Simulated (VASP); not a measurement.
# ZrS2 (P-3m1) in VASP: notebook, part 2 of 2

VASP 6.6.1.

### Step 3. Single point, HSE06

The input, POSCAR:

```
ZrS2
1.0
    3.6743990828      0.0000000000      0.0000000000
   -1.8371995414      3.1821229494      0.0000000000
    0.0000000000      0.0000000000      5.8568562426
Zr S
1 2
Direct
    0.0000000000      0.0000000000      0.0000000000
    0.3333333333      0.6666666667      0.2462324613
    0.6666666667      0.3333333333      0.7537675387
```

The input, INCAR.step1:

```
SYSTEM = ZrS2
  PREC = Accurate
  ENCUT = 400
  EDIFF = 1E-5
  ISMEAR = -1
  SIGMA = 0.05
  LREAL = .FALSE.
  LASPH = .TRUE.
  NELM = 120
  ALGO = Normal
  ISIF = 2
  LWAVE = .TRUE.
  GGA = PE
  NBANDS = 19
  GGA_COMPAT = .FALSE.
```

The input, INCAR.step2:

```
SYSTEM = ZrS2
  PREC = Accurate
  ENCUT = 400
  EDIFF = 1E-6
  ISMEAR = -1
  SIGMA = 0.05
  LREAL = .FALSE.
  LASPH = .TRUE.
  NELM = 120
  ALGO = Normal
  ISIF = 2
  LWAVE = .FALSE.
  LCHARG = .TRUE.
  GGA = PE
  LHFCALC = .TRUE.
  HFSCREEN = 0.2079
  PRECFOCK = Normal
  LELF = .TRUE.
  LVHAR = .TRUE.
  ISTART = 1
  NBANDS = 19
  GGA_COMPAT = .FALSE.
```

The input, KPOINTS:

```
regular mesh
0
G
  6 6 2
  0 0 0
```

Potentials or basis: VASP PAW PBE potentials, release 64 (Zr_sv, S).

Launch:

```bash
cat potpaw_PBE.64/Zr_sv/POTCAR potpaw_PBE.64/S/POTCAR > POTCAR
cp INCAR.step1 INCAR
mpirun -np 1 vasp_std > vasp.out
cp INCAR.step2 INCAR
mpirun -np 1 vasp_std > vasp.out
```

OUTCAR:

```text
SYSTEM = ZrS2
   PREC = Accurate
   ENCUT = 400
   EDIFF = 1E-6
   ISMEAR = -1
   LREAL = .FALSE.
   LASPH = .TRUE.
   NELM = 120
   ISIF = 2
   GGA = PE
   LHFCALC = .TRUE.
   HFSCREEN = 0.2079
   PRECFOCK = Normal
   ISTART = 1

 ion  position               nearest neighbor table
   1  0.000  0.000  0.000-   3 2.57   2 2.57   3 2.57   2 2.57   3 2.57   2 2.57
   2  0.333  0.667  0.246-   1 2.57   1 2.57   1 2.57
   3  0.667  0.333  0.754-   1 2.57   1 2.57   1 2.57

  LATTYP: Found a hexagonal cell.
 ALAT       =     3.6743990828
 C/A-ratio  =     1.5939630156

  Lattice vectors:

 A1 = (   3.6743990828,   0.0000000000,   0.0000000000)
 A2 = (  -1.8371995414,   3.1821229494,   0.0000000000)
 A3 = (   0.0000000000,   0.0000000000,   5.8568562426)

Analysis of symmetry for initial positions (statically):
=====================================================================
 Subroutine PRICEL returns:
 Original cell was already a primitive cell.

 Routine SETGRP: Setting up the symmetry group for a
 hexagonal supercell.

 Subroutine GETGRP returns: Found 12 space group operations
 (whereof 12 operations were pure point group operations)
 out of a pool of 24 trial point group operations.

The static configuration has the point symmetry D_3d.

Analysis of symmetry for dynamics (positions and initial velocities):
=====================================================================
 Subroutine PRICEL returns:
 Original cell was already a primitive cell.

 Routine SETGRP: Setting up the symmetry group for a
 hexagonal supercell.

 Subroutine GETGRP returns: Found 12 space group operations
 (whereof 12 operations were pure point group operations)
 out of a pool of 24 trial point group operations.

The dynamic configuration has the point symmetry D_3d.

 Subroutine INISYM returns: Found 12 space group operations
 (whereof 12 operations are pure point group operations),
 and found     1 'primitive' translations

----------------------------------------------------------------------------------------

                                     Primitive cell

  volume of cell :      68.4806

  direct lattice vectors                    reciprocal lattice vectors
     3.674399083  0.000000000  0.000000000     0.272153345  0.157127807  0.000000000
    -1.837199541  3.182122949  0.000000000     0.000000000  0.314255614  0.000000000
     0.000000000  0.000000000  5.856856243     0.000000000  0.000000000  0.170740062

  length of vectors
     3.674399083  3.674399083  5.856856243     0.314255614  0.314255614  0.170740062

  position of ions in fractional coordinates (direct lattice)
     0.000000000  0.000000000  0.000000000
     0.333333333  0.666666667  0.246232461
     0.666666667  0.333333333  0.753767539

  ion indices of the primitive-cell ions
   primitive index   ion index
                 1           1
                 2           2
                 3           3

[... 30 lines left out ...]
  0.333333  0.000000  0.000000      6.000000
  0.500000 -0.000000  0.000000      3.000000
  0.166667  0.166667  0.000000      6.000000
  0.333333  0.166667  0.000000     12.000000
  0.333333  0.333333  0.000000      2.000000
  0.000000  0.000000  0.500000      1.000000
  0.166667  0.000000  0.500000      6.000000
  0.333333  0.000000  0.500000      6.000000
  0.500000 -0.000000  0.500000      3.000000
  0.166667  0.166667  0.500000      6.000000
  0.333333  0.166667  0.500000     12.000000
  0.333333  0.333333  0.500000      2.000000
   k-points           NKPTS =     14   k-points in BZ     NKDIM =     72   number of bands    NBANDS=     19
   number of dos      NEDOS =    301   number of ions     NIONS =      3
   total plane-waves  NPLWV =  23040
   dimension x,y,z NGX =    24 NGY =   24 NGZ =   40
   dimension x,y,z NGXF=    48 NGYF=   48 NGZF=   80
   ions per type =               1   2
   NGX,Y,Z   is equivalent  to a cutoff of  10.86, 10.86, 11.35 a.u.
   NGXF,Y,Z  is equivalent  to a cutoff of  21.72, 21.72, 22.71 a.u.
 SYSTEM =  ZrS2
   PREC   = accura    normal or accurate (medium, high low for compatibility)
   ISTART =      1    job   : 0-new  1-cont  2-samecut
   ICHARG =      0    charge: 1-file 2-atom 10-const
   ISPIN  =      1    spin polarized calculation?
   LNONCOLLINEAR =      F non collinear calculations
   LSORBIT =      F    spin-orbit coupling
   LASPH  =      T    aspherical Exc in radial PAW
   ENCUT  =  400.0 eV  29.40 Ry    5.42 a.u.   5.99  5.99  9.55*2*pi/ulx,y,z
   NELM   =    120;   NELMIN=  2; NELMDL=  0     # of ELM steps
   EDIFF  = 0.1E-05   stopping-criterion for ELM
   LREAL  =      F    real-space projection
   EDIFFG = 0.1E-04   stopping-criterion for IOM
   NSW    =      0    number of steps for IOM
   IBRION =     -1    ionic relax: 0-MD 1-quasi-New 2-CG
   NFREE  =      0    steps in history (QN), initial steepest desc. (CG)
   ISIF   =      2    stress and relaxation
   ISYM   =      3    0-nonsym 1-usesym 2-fastsym
   POTIM  = 0.5000    time-step for ionic-motion
   TEBEG  =    0.0;   TEEND  =   0.0 temperature during run
   PSTRESS=    0.0 pullay stress
   NELECT =      24.0000    total number of electrons
   NUPDOWN=      -1.0000    fix difference up-down
   EMIN   =  10.00;   EMAX   =-10.00  energy-range for DOS
   EFERMI =   0.00;   METHOD = LEGACY
   ISMEAR =    -1;   SIGMA  =   0.05  broadening in eV -4-tet -1-fermi 0-gaus
   EFERMI_NEDOS =   21; number of points for ismear=-14 and -15
   IALGO  =     38    algorithm
   IMIX   =      1    mixing-type and parameters
     AMIX     =   0.40;   BMIX     =  1.00
     AMIX_MAG =   1.60;   BMIX_MAG =  1.00
  volume/ion in A,a.u.               =      22.83       154.04
  Fermi-wavevector in a.u.,A,eV,Ry     =   1.154222  2.181163 18.126064  1.332228
  Thomas-Fermi vector in A             =   2.290860
   LORBIT       =      0    0 simple, 1 ext, 2 COOP (PROOUT), +10 PAW based schemes
   GGA     = PE    functional components
   LHFCALC =     T    Hartree Fock is set to
   PRECFOCK=normal    Normal, Fast or Accurate (Low or Medium for compatibility)
   ENCUT4O =  -1.0   cutoff for four orbital integrals eV
   NKREDX  =     1    reduce k-point grid by
   NKREDY  =     1    reduce k-point grid by
   NKREDZ  =     1    reduce k-point grid by
   AEXX    =    0.2500 exact exchange contribution
   HFSCREEN=    0.2079 screening length (either q_TF or 0.3 A-1)
   HFSCREENC=   0.2079 screening length for correlation (either q_TF or 0.3 A-1)
   ENCUTFOCK=  -1.0 apply spherical cutoff to Coloumb kernel
   IVDW    =     0    specifies the selected vdW correction
   LEPSILON=     F    determine dielectric tensor
   LRPA    =     F    only Hartree local field effects (RPA)
 non-spin polarized calculation
  energy-cutoff  :      400.00
  volume of cell :       68.48
 maximum number of plane-waves:      1254
 NGX is ok and might be reduce to    24
  NGX = 18; NGY = 18; NGZ = 30

 number of electron      24.0000004 magnetization

 Free energy of the ion-electron system (eV)
  ---------------------------------------------------
  ext. energy  EPLUGINS =         0.00000000
  ---------------------------------------------------
  free energy    TOTEN  =       -25.41571756 eV

  energy without entropy =      -25.41571755  energy(sigma->0) =      -25.41571755

 E-fermi :   4.9630     XC(G=0):  -7.9439

 val. band max:        4.1392685030   @ k =   0.0000   0.0000   0.0000
 cond. band min:       5.8180461872   @ k =   0.5000  -0.0000   0.5000
 fundamental gap:      1.6787776841
 Fermi energy:         4.9630353171

 k-point     1 :       0.0000    0.0000    0.0000
  band No.  band energies     occupation
      1     -48.3441      2.00000
      2     -25.0187      2.00000
      3     -24.8362      2.00000
      4     -24.8362      2.00000
      5      -9.9926      2.00000
      6      -8.3158      2.00000
[... 285 lines left out ...]
      6      -8.5422      2.00000
[... 11 lines left out ...]
     18      13.3239      0.00000
     19      13.8591      0.00000

------------------------ aborting loop because EDIFF is reached ----------------------------------------

  FORCE on cell =-STRESS in cart. coord.  units (eV):
  Direction    XX          YY          ZZ          XY          YZ          ZX
  --------------------------------------------------------------------------------------
  -------------------------------------------------------------------------------------
  Total       -0.0931565     -0.0931565      0.1985366     -0.0000000      0.0000000      0.0000000
  in kB       -2.1794956     -2.1794956      4.6449747     -0.0000000      0.0000000      0.0000000
  external PRESSURE =       0.0953278 kB  Pullay stress =       0.0000000 kB

 VOLUME and BASIS-vectors are now :
 -----------------------------------------------------------------------------
  energy-cutoff  :      400.00
  volume of cell :       68.48
      direct lattice vectors                 reciprocal lattice vectors
     3.674399083  0.000000000  0.000000000     0.272153345  0.157127807  0.000000000
    -1.837199541  3.182122949  0.000000000     0.000000000  0.314255614  0.000000000
     0.000000000  0.000000000  5.856856243     0.000000000  0.000000000  0.170740062

 POSITION                                       TOTAL-FORCE (eV/Angst)
 -----------------------------------------------------------------------------------
      0.00000      0.00000      0.00000         0.000000      0.000000     -0.000000
     -0.00000      2.12142      1.44215        -0.000000     -0.000000     -0.188969
      1.83720      1.06071      4.41471        -0.000000      0.000000      0.188969
 -----------------------------------------------------------------------------------
    total drift:                                0.000000     -0.000000      0.000001

  FREE ENERGIE OF THE ION-ELECTRON SYSTEM (eV)
  ---------------------------------------------------
  free  energy   TOTEN  =       -25.4157175561 eV

  energy  without entropy=      -25.4157175499  energy(sigma->0) =      -25.41571755
```

Wall time 26 min (1 thread of AMD EPYC 7R43 (Zen 3), shared host); peak memory 0.23 GiB.

What came out:

* Free energy: -25.4157 eV
* Pressure: 0.0 GPa
* Largest force: 0.189 eV/Å
* Band gap on the k mesh: 1.68 eV (least direct gap 2.39 eV)

Forces in eV/Å, atoms in the order of the input:
```
Zr   0.000  0.000  0.000
S    0.000  0.000 -0.189
S    0.000  0.000  0.189
```

Stress tensor (GPa, compression positive):
```
-0.22  0.00  0.00
 0.00 -0.22  0.00
 0.00  0.00  0.46
```

Levels at points of the mesh, in eV from the valence-band top:
```tsv
k point	band 10	band 11	band 12	band 13	band 14	band 15
(0.00, 0.00, 0.00)	-0.18	-0.18	0.00	2.39	2.39	3.30
(0.50, 0.00, 0.00)	-2.74	-2.11	-1.49	1.84	4.28	4.58
(0.00, 0.00, 0.50)	-1.97	-0.34	-0.34	2.34	2.34	3.64
(0.50, 0.00, 0.50)	-2.56	-1.19	-0.93	1.68	4.26	4.59
```

Caveat: the k points lie up to 0.54 Å⁻¹ apart; the PAW data sets were made with another functional, which shifts forces and pressure a little; this functional lacks dispersion, which binds layers or chains, so the pressure and a relaxed spacing across them are unreliable. A k mesh can miss the band edges.
